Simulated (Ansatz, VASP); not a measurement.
**Cd7S: VASP beside Ansatz**

```xyz
8
Lattice="-3.6943 3.6943 3.6943 3.6943 -3.6943 3.6943 3.6943 3.6943 -3.6943" Properties=species:S:1:pos:R:3 pbc="T T T"
Cd    3.6943    0.0000    0.0000
Cd    0.0000    3.6943    0.0000
Cd    0.0000    0.0000    3.6943
Cd    1.2228    1.2228    1.2228
Cd    2.4715    2.4715   -2.4715
Cd    2.4715   -2.4715    2.4715
Cd   -2.4715    2.4715    2.4715
S     0.0000    0.0000    0.0000
```

Alike in both runs: task relaxation of cell and atoms; functional PBE; k mesh 3 × 3 × 3; occupations gaussian, width 0.2 eV; no spin polarisation.

|  | VASP | Ansatz |
| --- | --- | --- |
| version | VASP 6.6.1 | Ansatz 0.2.0 |
| potentials or method | VASP PAW PBE potentials, release 64 (Cd, S), cutoff 600 eV | scalar-relativistic, plane waves, PAW |
| valence electrons in the cell | 90 | 146 |

Ansatz gave:

* gap on the k mesh at the Fermi level, each at its own relaxed structure (eV): none
* relaxed volume (Å³/atom): 23.49
* relaxed cell length with the largest relative difference (Å): 6.250

Problem. What did VASP give for the same quantities?

Solution. gap on the k mesh at the Fermi level, each at its own relaxed structure (eV): none; relaxed volume (Å³/atom): 23.51; relaxed cell length with the largest relative difference (Å): 6.251.

A gap of «none» marks a metal or a gap that the smearing closes. VASP's potentials hold 90 valence electrons a cell and Ansatz's 146, so a difference there can come from the potentials and not from the codes.

The k mesh is coarse, so the values compare programs but aren't converged.
